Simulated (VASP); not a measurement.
Input of a VASP 6.6.1 run:

The input POSCAR:

```
BeTe
1.0
    0.0000000000      2.7708796800      2.7708796800
    2.7708796800      0.0000000000      2.7708796800
    2.7708796800      2.7708796800      0.0000000000
Be Te
1 1
Direct
    0.0000000000      0.0000000000      0.0000000000
    0.2500000000      0.2500000000      0.2500000000
```

The input INCAR.step1:

```
SYSTEM = BeTe
ALGO = Normal ; EDIFF = 1E-5
ENCUT = 660 ; GGA = PE
GGA_COMPAT = .False. ; ISMEAR = 0
LASPH = .True. ; LCHARG = .False.
LREAL = .False. ; LWAVE = .True.
NBANDS = 11 ; NELM = 120
PREC = Accurate ; SIGMA = 0.01
```

The input INCAR.step2:

```
SYSTEM = BeTe
ALGO = Normal ; EDIFF = 1E-6
ENCUT = 660 ; GGA_COMPAT = .False.
ISIF = 2 ; ISMEAR = 0
ISTART = 1 ; LASPH = .True.
LCHARG = .False. ; LMIXTAU = .True.
LREAL = .False. ; LWAVE = .False.
METAGGA = R2SCAN ; NBANDS = 11
NELM = 120 ; PREC = Accurate
SIGMA = 0.01
```

Contents of KPOINTS:

```
k-points
0
Gamma
  6 6 6
  0 0 0
```

Potentials or basis: VASP PAW PBE potentials, release 64 (Be, Te).

The run is started by

```console
$ cat potpaw_PBE.64/Be/POTCAR potpaw_PBE.64/Te/POTCAR > POTCAR
$ cp INCAR.step1 INCAR
$ mpirun -np 1 vasp_std > vasp.out
$ cp INCAR.step2 INCAR
$ mpirun -np 1 vasp_std > vasp.out
```

(1) Estimate the band gap on the k mesh.

(2) Estimate the pressure.

Results:

(1) 2.21 eV, indirect (least direct gap 3.96 eV).

(2) 4.4 GPa.

Caveat: the PAW data sets were made with another functional, which shifts forces and pressure a little; spin-orbit coupling is left out, which moves the levels of the heavy elements.
